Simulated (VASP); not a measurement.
A run of VASP 6.6.1 is set up as follows.

The input INCAR:

```
SYSTEM = GaSb
PREC = Accurate
ENCUT = 600
EDIFF = 1E-6
ISMEAR = -1
SIGMA = 0.05
LREAL = .False.
LASPH = .True.
NELM = 60
ALGO = Normal
ISIF = 3
LWAVE = .False.
LCHARG = .False.
GGA = CA
IBRION = 2
NSW = 60
EDIFFG = -0.005
```

KPOINTS

```
regular mesh
0
Gamma
  12 12 12
  0 0 0
```

File POSCAR:

```
GaSb
1.0
    0.0000000000      2.7216090333      2.7216090333
    2.7216090333      0.0000000000      2.7216090333
    2.7216090333      2.7216090333      0.0000000000
Ga Sb
1 1
Direct
    0.0000000000      0.0000000000      0.0000000000
    0.5000000000      0.5000000000      0.5000000000
```

Potentials or basis: VASP PAW LDA potentials, release 64 (Ga_d, Sb).

Run with:

```bash
$ cat potpaw_LDA.64/Ga_d/POTCAR potpaw_LDA.64/Sb/POTCAR > POTCAR
$ mpirun -np 1 vasp_std > vasp.out
```

Problem. Estimate the relaxed volume.

Solution. 22.57 Å³/atom.

Problem. What does it give for the relaxed cell?

Solution. a = 3.996 Å, b = 3.996 Å, c = 3.996 Å, α = 60.00°, β = 60.00°, γ = 60.00°.

Problem. What does it give for the band gap on the k mesh?

Solution. Zero (band 9 reaches 7.99 eV, above the bottom of band 10 at 4.44 eV).

Problem. Predict the space group after relaxing (to 0.05 Å).

Solution. Fm-3m (No. 225).

Final structure:
```
Ga Sb
1.0
     0.00000    2.82584    2.82584
     2.82584    0.00000    2.82584
     2.82584    2.82584    0.00000
Ga Sb
1 1
Cartesian
  0.0000 0.0000 0.0000
  2.8258 2.8258 2.8258
```

Caveat: spin-orbit coupling is left out, which moves the levels of the heavy elements.
